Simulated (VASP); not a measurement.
Here is a VASP 6.6.1 calculation.

The input INCAR:

```
ALGO = Normal ; EDIFF = 1E-7
ENCUT = 520 ; GGA = PS
ISIF = 2 ; ISMEAR = 0
LASPH = True ; LCHARG = False
LREAL = False ; LWAVE = False
NBANDS = 16 ; NELM = 80
PREC = Accurate ; SIGMA = 0.15
```

The input KPOINTS:

```
k-points
0
Gamma
  10 10 14
```

Contents of POSCAR:

```
Al2Cu
1.0
    3.9888416403      0.0000000000      0.0000000000
    0.0000000000      3.9888416403      0.0000000000
    0.0000000000      0.0000000000      2.9787976485
Al Cu
2 1
Direct
    0.5000000000      0.0000000000      0.5000000000
    0.0000000000      0.5000000000      0.5000000000
    0.0000000000      0.0000000000      0.0000000000
```

Potentials or basis: VASP PAW PBE potentials, release 64 (Al, Cu).

Command:

```sh
$ cat potpaw_PBE.64/Al/POTCAR potpaw_PBE.64/Cu/POTCAR > POTCAR
$ mpirun -np 1 vasp_std > vasp.out
```

Problem. What does it give for the pressure?

Solution. 0.8 GPa.

Stress tensor (GPa, compression positive):
```
 3.14  0.00  0.00
 0.00  3.14  0.00
 0.00  0.00 -3.95
```

Caveat: the cell differs from its parent crystal (mode 4 frozen in at +0.000 Å, strain +e along z and -e/2 along x and y +0.0467); the PAW data sets were made with another functional, which shifts forces and pressure a little.
